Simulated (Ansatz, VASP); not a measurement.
## MgH2 in VASP and in Ansatz

```
Mg H
1.0
    -1.92207    1.92207    4.78390
     1.92207   -1.92207    4.78390
     1.92207    1.92207   -4.78390
Mg H
2 4
Direct
  0.00000 0.00000 0.00000
  0.75000 0.25000 0.50000
  0.79071 0.79071 0.00000
  0.95929 0.45929 0.50000
  0.54071 0.04071 0.50000
  0.20929 0.20929 0.00000
```

Alike in both runs: task single point; functional PBE; k mesh 8 × 8 × 8; occupations gaussian, width 0.02 eV; no spin polarisation.

```csv
,VASP,Ansatz
version,VASP 6.6.1,Ansatz 0.2.0
potentials or method,"VASP PAW PBE potentials, release 64 (Mg, H), cutoff 600 eV","scalar-relativistic, plane waves, PAW"
valence electrons in the cell,8,24
```

VASP gave:

```
gap on the k mesh at the Fermi level (eV) : 3.42
pressure (GPa)                            : -1.4
```

What did Ansatz give for the same quantities?

gap on the k mesh at the Fermi level (eV): 3.43; pressure (GPa): -1.2.

VASP's potentials hold 8 valence electrons a cell and Ansatz's 24, so a difference there can come from the potentials and not from the codes.
